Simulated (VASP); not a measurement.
# Al in VASP: notebook

Aim: see how the results for Al move with the level of theory and the settings. Levels: PBE, LDA, PBEsol. Tasks: relaxation of the atoms.

Everything below comes from runs of VASP 6.6.1. Logs are shortened: lines on timing, memory, paths and dates and some standing lists are left out, and cuts for length are marked.

## 1. The cell of the first run

The cell holds a slab with vacuum, 11 atoms: a = 4.040 Å, b = 2.857 Å, c = 30.283 Å, α = 90.00°, β = 90.00°, γ = 90.00°.

## 2. Relaxation of the atoms, PBE

The input, INCAR:

```
SYSTEM = Al
PREC = Accurate
ENCUT = 520
EDIFF = 1E-6
ISMEAR = 1
SIGMA = 0.1
LREAL = .FALSE.
LASPH = .TRUE.
NELM = 100
ALGO = Normal
ISIF = 2
LWAVE = .FALSE.
LCHARG = .FALSE.
LDIPOL = .TRUE.
IDIPOL = 3
DIPOL = 0.5 0.5 0.500
GGA = PE
IBRION = 2
NSW = 60
EDIFFG = -0.01
KPAR = 4
```

The input, KPOINTS:

```
Automatic mesh
0
G
  8 11 1
  0 0 0
```

The input, POSCAR:

```
Al
1.0
    4.0398158760      0.0000000000      0.0000000000
    0.0000000000      2.8565812000      0.0000000000
    0.0000000000      0.0000000000     30.2829060020
Al
11
Direct
    0.0000000000      0.0000000000      0.2641754394
    0.5000000000      0.5000000000      0.3113403515
    0.0000000000      0.0000000000      0.3585052637
    0.5000000000      0.5000000000      0.4056701758
    0.0000000000      0.0000000000      0.4528350879
    0.5000000000      0.5000000000      0.5000000000
    0.0000000000      0.0000000000      0.5471649121
    0.5000000000      0.5000000000      0.5943298242
    0.0000000000      0.0000000000      0.6414947363
    0.5000000000      0.5000000000      0.6886596485
    0.0000000000      0.0000000000      0.7358245606
```

Potentials or basis: VASP PAW PBE potentials, release 64 (Al).

On the command line:

```sh
$ cat potpaw_PBE.64/Al/POTCAR > POTCAR
$ mpirun -np 4 vasp_std > vasp.out
```

OUTCAR:

```text
SYSTEM = Al
   PREC = Accurate
   ENCUT = 520
   EDIFF = 1E-6
   ISMEAR = 1
   LREAL = .FALSE.
   LASPH = .TRUE.
   NELM = 100
   ISIF = 2
   GGA = PE
   IBRION = 2
   NSW = 60
   EDIFFG = -0.01

 ion  position               nearest neighbor table
   1  0.000  0.000  0.264-   2 2.86   2 2.86   2 2.86   2 2.86   3 2.86
   2  0.500  0.500  0.311-   1 2.86   1 2.86   1 2.86   1 2.86   3 2.86   3 2.86   3 2.86   3 2.86
                             4 2.86
   3  0.000  0.000  0.359-   5 2.86   4 2.86   4 2.86   4 2.86   4 2.86   2 2.86   2 2.86   2 2.86
                             2 2.86   1 2.86
   4  0.500  0.500  0.406-   6 2.86   3 2.86   3 2.86   3 2.86   3 2.86   5 2.86   5 2.86   5 2.86
                             5 2.86   2 2.86
   5  0.000  0.000  0.453-   3 2.86   7 2.86   6 2.86   4 2.86   4 2.86   6 2.86   4 2.86   6 2.86
                             4 2.86   6 2.86
   6  0.500  0.500  0.500-   4 2.86   8 2.86   7 2.86   5 2.86   5 2.86   7 2.86   5 2.86   7 2.86
                             5 2.86   7 2.86
   7  0.000  0.000  0.547-   9 2.86   5 2.86   8 2.86   6 2.86   6 2.86   8 2.86   6 2.86   8 2.86
                             6 2.86   8 2.86
   8  0.500  0.500  0.594-   6 2.86   9 2.86   9 2.86   9 2.86   9 2.86   7 2.86   7 2.86   7 2.86
                             7 2.86  10 2.86
   9  0.000  0.000  0.641-   7 2.86   8 2.86   8 2.86   8 2.86   8 2.86  10 2.86  10 2.86  10 2.86
                            10 2.86  11 2.86
  10  0.500  0.500  0.689-  11 2.86  11 2.86  11 2.86  11 2.86   9 2.86   9 2.86   9 2.86   9 2.86
                             8 2.86
  11  0.000  0.000  0.736-  10 2.86  10 2.86  10 2.86  10 2.86   9 2.86

  LATTYP: Found a simple orthorhombic cell.
 ALAT       =     2.8565812000
 B/A-ratio  =     1.4142135627
 C/A-ratio  =    10.6011010651

  Lattice vectors:

 A1 = (   0.0000000000,  -2.8565812000,   0.0000000000)
 A2 = (   4.0398158760,   0.0000000000,   0.0000000000)
 A3 = (   0.0000000000,   0.0000000000,  30.2829060020)

Analysis of symmetry for initial positions (statically):
=====================================================================
 Subroutine PRICEL returns:
 Original cell was already a primitive cell.

 Routine SETGRP: Setting up the symmetry group for a
 simple orthorhombic supercell.

 Subroutine GETGRP returns: Found  8 space group operations
 (whereof  8 operations were pure point group operations)
 out of a pool of  8 trial point group operations.

The static configuration has the point symmetry D_2h.

Analysis of symmetry for dynamics (positions and initial velocities):
=====================================================================
 Subroutine PRICEL returns:
 Original cell was already a primitive cell.

 Routine SETGRP: Setting up the symmetry group for a
 simple orthorhombic supercell.

 Subroutine GETGRP returns: Found  8 space group operations
 (whereof  8 operations were pure point group operations)
 out of a pool of  8 trial point group operations.

The dynamic configuration has the point symmetry D_2h.

 Subroutine INISYM returns: Found  8 space group operations
 (whereof  8 operations are pure point group operations),
 and found     1 'primitive' translations

----------------------------------------------------------------------------------------

                                     Primitive cell

  volume of cell :     349.4666

  direct lattice vectors                    reciprocal lattice vectors
     4.039815876  0.000000000  0.000000000     0.247536034  0.000000000  0.000000000
     0.000000000  2.856581200  0.000000000     0.000000000  0.350068817  0.000000000
     0.000000000  0.000000000 30.282906002     0.000000000  0.000000000  0.033021930

  length of vectors
     4.039815876  2.856581200 30.282906002     0.247536034  0.350068817  0.033021930

  position of ions in fractional coordinates (direct lattice)
     0.000000000  0.000000000  0.264175439
     0.500000000  0.500000000  0.311340352
     0.000000000  0.000000000  0.358505264
     0.500000000  0.500000000  0.405670176
     0.000000000  0.000000000  0.452835088
[... 45 lines left out ...]
 Found     30 irreducible k-points:

 Following reciprocal coordinates:
            Coordinates               Weight
  0.000000  0.000000  0.000000      1.000000
  0.125000  0.000000  0.000000      2.000000
  0.250000  0.000000  0.000000      2.000000
  0.375000  0.000000  0.000000      2.000000
  0.500000  0.000000  0.000000      1.000000
  0.000000  0.090909  0.000000      2.000000
[... 16 lines left out ...]
  0.250000  0.363636  0.000000      4.000000
  0.375000  0.363636  0.000000      4.000000
 [... further k-points ...]
   k-points           NKPTS =     30   k-points in BZ     NKDIM =     30   number of bands    NBANDS=     22
   number of dos      NEDOS =    301   number of ions     NIONS =     11
   total plane-waves  NPLWV = 172800
   dimension x,y,z NGX =    30 NGY =   24 NGZ =  240
   dimension x,y,z NGXF=    60 NGYF=   48 NGZF=  480
   ions per type =              11
   NGX,Y,Z   is equivalent  to a cutoff of  12.35, 13.97, 13.18 a.u.
   NGXF,Y,Z  is equivalent  to a cutoff of  24.69, 27.93, 26.35 a.u.
 SYSTEM =  Al
   PREC   = accura    normal or accurate (medium, high low for compatibility)
   ISTART =      0    job   : 0-new  1-cont  2-samecut
   ICHARG =      2    charge: 1-file 2-atom 10-const
   ISPIN  =      1    spin polarized calculation?
   LNONCOLLINEAR =      F non collinear calculations
   LSORBIT =      F    spin-orbit coupling
   LASPH  =      T    aspherical Exc in radial PAW
   ENCUT  =  520.0 eV  38.22 Ry    6.18 a.u.   7.51  5.31 56.31*2*pi/ulx,y,z
   NELM   =    100;   NELMIN=  2; NELMDL= -5     # of ELM steps
   EDIFF  = 0.1E-05   stopping-criterion for ELM
   LREAL  =      F    real-space projection
   EDIFFG = -.1E-01   stopping-criterion for IOM
   NSW    =     60    number of steps for IOM
   IBRION =      2    ionic relax: 0-MD 1-quasi-New 2-CG
   NFREE  =      1    steps in history (QN), initial steepest desc. (CG)
   ISIF   =      2    stress and relaxation
   ISYM   =      2    0-nonsym 1-usesym 2-fastsym
   POTIM  = 0.5000    time-step for ionic-motion
   TEBEG  =    0.0;   TEEND  =   0.0 temperature during run
   PSTRESS=    0.0 pullay stress
   NELECT =      33.0000    total number of electrons
   NUPDOWN=      -1.0000    fix difference up-down
   EMIN   =  10.00;   EMAX   =-10.00  energy-range for DOS
   EFERMI =   0.00;   METHOD = LEGACY
   ISMEAR =     1;   SIGMA  =   0.10  broadening in eV -4-tet -1-fermi 0-gaus
   EFERMI_NEDOS =   21; number of points for ismear=-14 and -15
   IALGO  =     38    algorithm
   IMIX   =      4    mixing-type and parameters
     AMIX     =   0.40;   BMIX     =  1.00
     AMIX_MAG =   1.60;   BMIX_MAG =  1.00
  volume/ion in A,a.u.               =      31.77       214.39
  Fermi-wavevector in a.u.,A,eV,Ry     =   0.745494  1.408780  7.561595  0.555762
  Thomas-Fermi vector in A             =   1.841094
   LORBIT       =      0    0 simple, 1 ext, 2 COOP (PROOUT), +10 PAW based schemes
   GGA     = PE    functional components
   LHFCALC =     F    Hartree Fock is set to
   AEXX    =    0.0000 exact exchange contribution
   IVDW    =     0    specifies the selected vdW correction
   LEPSILON=     F    determine dielectric tensor
   LRPA    =     F    only Hartree local field effects (RPA)
 conjugate gradient relaxation of ions
 non-spin polarized calculation
 Methfessel and Paxton  Order N= 1 SIGMA  =   0.10
  energy-cutoff  :      520.00
  volume of cell :      349.47
 maximum number of plane-waves:      9467
   NGX = 15   NGY = 11   NGZ =113

--------------------------------------- Ionic step        1  -------------------------------------------

 number of electron      33.0000000 magnetization

 Free energy of the ion-electron system (eV)
  ---------------------------------------------------
  ext. energy  EPLUGINS =         0.00000000
  ---------------------------------------------------
  free energy    TOTEN  =       -39.78691478 eV

  energy without entropy =      -39.78672042  energy(sigma->0) =      -39.78685000

------------------------ aborting loop because EDIFF is reached ----------------------------------------

  FORCE on cell =-STRESS in cart. coord.  units (eV):
  Direction    XX          YY          ZZ          XY          YZ          ZX
  --------------------------------------------------------------------------------------
  -------------------------------------------------------------------------------------
  Total       -1.1448554     -1.3871316     -1.2931403      0.0000000      0.0000000      0.0000000
  in kB       -5.2487454     -6.3594939     -5.9285778      0.0000000      0.0000000      0.0000000
  external PRESSURE =      -5.8456057 kB  Pullay stress =       0.0000000 kB
[... 116 lines left out ...]
  FREE ENERGIE OF THE ION-ELECTRON SYSTEM (eV)
  ---------------------------------------------------
  free  energy   TOTEN  =       -39.8178496841 eV

  energy  without entropy=      -39.8187471920  energy(sigma->0) =      -39.81814885

 dipolmoment           0.000000      0.000000     -0.000000 electrons x Angstroem

[... ionic steps 4 to 9 ...]

--------------------------------------- Ionic step       10  -------------------------------------------

 number of electron      33.0000000 magnetization

------------------------ aborting loop because EDIFF is reached ----------------------------------------
[... 85 lines left out ...]
--------------------------------------- Ionic step       12  -------------------------------------------

 number of electron      33.0000000 magnetization

 dipolmoment           0.000000      0.000000      0.000000 electrons x Angstroem

 Free energy of the ion-electron system (eV)
  ---------------------------------------------------
  ext. energy  EPLUGINS =         0.00000000
  ---------------------------------------------------
  free energy    TOTEN  =       -39.82249122 eV

  energy without entropy =      -39.82139998  energy(sigma->0) =      -39.82212748

 E-fermi :   2.3030     XC(G=0):  -5.9397

 val. band max:        2.2831544622   @ k =   0.5000   0.3636   0.0000
 cond. band min:       2.3044450558   @ k =   0.5000   0.0000   0.0000
 fundamental gap:      0.0212905936
 Fermi energy:         2.3029746189

 k-point     1 :       0.0000    0.0000    0.0000
  band No.  band energies     occupation
      1      -8.7670      2.00000
      2      -8.3831      2.00000
      3      -7.6871      2.00000
      4      -6.7800      2.00000
      5      -5.6212      2.00000
      6      -4.1877      2.00000
[... 589 lines left out ...]
     21       2.6828     -0.00000
     22       2.8717     -0.00000

 [... further k-points ...]

------------------------ aborting loop because EDIFF is reached ----------------------------------------

 vacuum level on the upper side and lower side of the slab       (xc-potential included)        -0.091        -0.091

  FORCE on cell =-STRESS in cart. coord.  units (eV):
  Direction    XX          YY          ZZ          XY          YZ          ZX
  --------------------------------------------------------------------------------------
  -------------------------------------------------------------------------------------
  Total       -0.4943713     -1.1352240      0.0183938      0.0000000      0.0000000      0.0000000
  in kB       -2.2665125     -5.2045892      0.0843288      0.0000000      0.0000000      0.0000000
  external PRESSURE =      -2.4622577 kB  Pullay stress =       0.0000000 kB
[... 26 lines left out ...]
  FREE ENERGIE OF THE ION-ELECTRON SYSTEM (eV)
  ---------------------------------------------------
  free  energy   TOTEN  =       -39.8224912223 eV

  energy  without entropy=      -39.8213999848  energy(sigma->0) =      -39.82212748

 reached required accuracy - stopping structural energy minimisation

 vacuum level on the upper side and lower side of the slab         6.219         6.219
```

Run time: 9.2 min. Hardware: 4 MPI ranks of Intel Xeon Platinum 8488C (Sapphire Rapids), shared host; peak memory 0.54 GiB.

Results:

- Free energy: -39.8225 eV
- Energy gained by relaxing: 3.2 meV/atom
- Ionic steps: 12
- Largest force after relaxing: 0.008 eV/Å

Forces on the atoms (eV/Å):
```
Al   0.000  0.000  0.004
Al   0.000  0.000 -0.005
Al   0.000  0.000  0.003
Al   0.000  0.000 -0.008
Al   0.000  0.000  0.003
Al   0.000  0.000  0.000
Al   0.000  0.000 -0.003
Al   0.000  0.000  0.008
Al   0.000  0.000 -0.003
Al   0.000  0.000  0.005
Al   0.000  0.000 -0.004
```

The path:
| step | energy change (eV) | largest force (eV/Å) | pressure (GPa) |
| --- | --- | --- | --- |
| 1 | 0.0000 | 0.2523 | -0.58 |
| 2 | -0.0112 | 0.2173 | -0.55 |
| 3 | -0.0309 | 0.1002 | -0.43 |
| 4 | -0.0328 | 0.0907 | -0.37 |
| 5 | -0.0346 | 0.0398 | -0.34 |
| 6 | -0.0350 | 0.0164 | -0.33 |
| 7 | -0.0351 | 0.0126 | -0.32 |
| 8 | -0.0353 | 0.0183 | -0.31 |
| 9 | -0.0353 | 0.0226 | -0.30 |
| 10 | -0.0354 | 0.0194 | -0.30 |
| 11 | -0.0355 | 0.0122 | -0.28 |
| 12 | -0.0356 | 0.0083 | -0.25 |

Final structure:
```cif
data_structure
_symmetry_space_group_name_H-M 'P 1'
_symmetry_Int_Tables_number 1
_cell_length_a 4.0398
_cell_length_b 2.8566
_cell_length_c 30.2829
_cell_angle_alpha 90.000
_cell_angle_beta 90.000
_cell_angle_gamma 90.000
_cell_volume 349.47
loop_
_atom_site_label
_atom_site_type_symbol
_atom_site_fract_x
_atom_site_fract_y
_atom_site_fract_z
_atom_site_occupancy
Al1 Al 0.00000 0.00000 0.26717 1
Al2 Al 0.50000 0.50000 0.31043 1
Al3 Al 0.00000 0.00000 0.35947 1
Al4 Al 0.50000 0.50000 0.40492 1
Al5 Al 0.00000 0.00000 0.45244 1
Al6 Al 0.50000 0.50000 0.50000 1
Al7 Al 0.00000 0.00000 0.54756 1
Al8 Al 0.50000 0.50000 0.59508 1
Al9 Al 0.00000 0.00000 0.64053 1
Al10 Al 0.50000 0.50000 0.68957 1
Al11 Al 0.00000 0.00000 0.73283 1
```

Levels at points of the mesh, in eV from the Fermi level:
| k point | band 14 | band 15 | band 16 | band 17 | band 18 | band 19 |
| --- | --- | --- | --- | --- | --- | --- |
| (0.00, 0.00, 0.00) | -1.13 | -1.04 | -0.43 | -0.20 | 0.04 | 0.63 |
| (0.50, 0.00, 0.00) | -2.37 | -1.67 | -0.55 | 0.00 | 1.29 | 1.72 |

Caveat: the highest band is partly filled, so the run has too few bands.

## 3. Relaxation of the atoms, LDA

This run uses another cell than the first one.

INCAR, as its differences from that of step 2:

```diff
@@ -16,3 +16,2 @@
 DIPOL = 0.5 0.5 0.500
-GGA = PE
 IBRION = 2
```

The input, KPOINTS:

```
regular mesh
0
G
  8 12 1
  0 0 0
```

The input, POSCAR:

```
Al
1.0
    3.9826522310      0.0000000000      0.0000000000
    0.0000000000      2.8161604000      0.0000000000
    0.0000000000      0.0000000000     30.0808019980
Al
11
Direct
    0.0000000000      0.0000000000      0.2659503560
    0.5000000000      0.5000000000      0.3127602848
    0.0000000000      0.0000000000      0.3595702136
    0.5000000000      0.5000000000      0.4063801424
    0.0000000000      0.0000000000      0.4531900712
    0.5000000000      0.5000000000      0.5000000000
    0.0000000000      0.0000000000      0.5468099288
    0.5000000000      0.5000000000      0.5936198576
    0.0000000000      0.0000000000      0.6404297864
    0.5000000000      0.5000000000      0.6872397152
    0.0000000000      0.0000000000      0.7340496440
```

Potentials or basis: VASP PAW LDA potentials, release 64 (Al).

On the command line:

```sh
$ cat potpaw_LDA.64/Al/POTCAR > POTCAR
$ mpirun -np 4 vasp_std > vasp.out
```

Wall time 7.9 min (4 MPI ranks of Intel Xeon Platinum 8488C (Sapphire Rapids), shared host); peak memory 0.44 GiB.

The run converged. Its results:

* Free energy: -44.4345 eV
* Energy gained by relaxing: 2.1 meV/atom
* Ionic steps: 8
* Largest force after relaxing: 0.010 eV/Å

Forces on the atoms (eV/Å):
```
Al   0.000  0.000 -0.003
Al   0.000  0.000 -0.001
Al   0.000  0.000 -0.010
Al   0.000  0.000 -0.004
Al   0.000  0.000 -0.002
Al   0.000  0.000  0.000
Al   0.000  0.000  0.002
Al   0.000  0.000  0.004
Al   0.000  0.000  0.010
Al   0.000  0.000  0.001
Al   0.000  0.000  0.003
```

Step by step:
| step | energy change (eV) | largest force (eV/Å) | pressure (GPa) |
| --- | --- | --- | --- |
| 1 | 0.0000 | 0.2132 | -0.56 |
| 2 | -0.0072 | 0.1727 | -0.54 |
| 3 | -0.0202 | 0.0570 | -0.47 |
| 4 | -0.0095 | 0.1570 | -0.26 |
| 5 | -0.0221 | 0.0610 | -0.42 |
| 6 | -0.0230 | 0.0336 | -0.41 |
| 7 | -0.0233 | 0.0171 | -0.41 |
| 8 | -0.0233 | 0.0096 | -0.41 |

Final structure:
```
Al
1.0
     3.98265    0.00000    0.00000
     0.00000    2.81616    0.00000
     0.00000    0.00000   30.08080
Al
11
Direct
  0.00000 0.00000 0.26770
  0.50000 0.50000 0.31075
  0.00000 0.00000 0.35975
  0.50000 0.50000 0.40557
  0.00000 0.00000 0.45325
  0.50000 0.50000 0.50000
  0.00000 0.00000 0.54675
  0.50000 0.50000 0.59443
  0.00000 0.00000 0.64025
  0.50000 0.50000 0.68925
  0.00000 0.00000 0.73230
```

Levels at points of the mesh, in eV from the Fermi level:
| k point | band 12 | band 13 | band 14 | band 15 | band 16 | band 17 | band 18 | band 19 | band 20 | band 21 |
| --- | --- | --- | --- | --- | --- | --- | --- | --- | --- | --- |
| (0.00, 0.00, 0.00) | -1.84 | -1.49 | -1.09 | -1.05 | -0.40 | -0.23 | 0.04 | 0.67 | 1.46 | 1.47 |
| (0.50, 0.00, 0.00) | -4.22 | -3.24 | -2.44 | -1.70 | -0.63 | -0.03 | 1.23 | 1.74 | 2.97 | 3.51 |
| (0.00, 0.50, 0.00) | -1.58 | -0.60 | -0.40 | 0.84 | 1.27 | 1.34 | 1.37 | 1.68 | 1.75 | 2.28 |
| (0.50, 0.50, 0.00) | -3.11 | -2.83 | -2.74 | -2.63 | -2.10 | -1.77 | -1.72 | -1.64 | -0.84 | -0.56 |

Caveat: the highest band is partly filled, so the run has too few bands.

(Continued in part 2 of 2.)
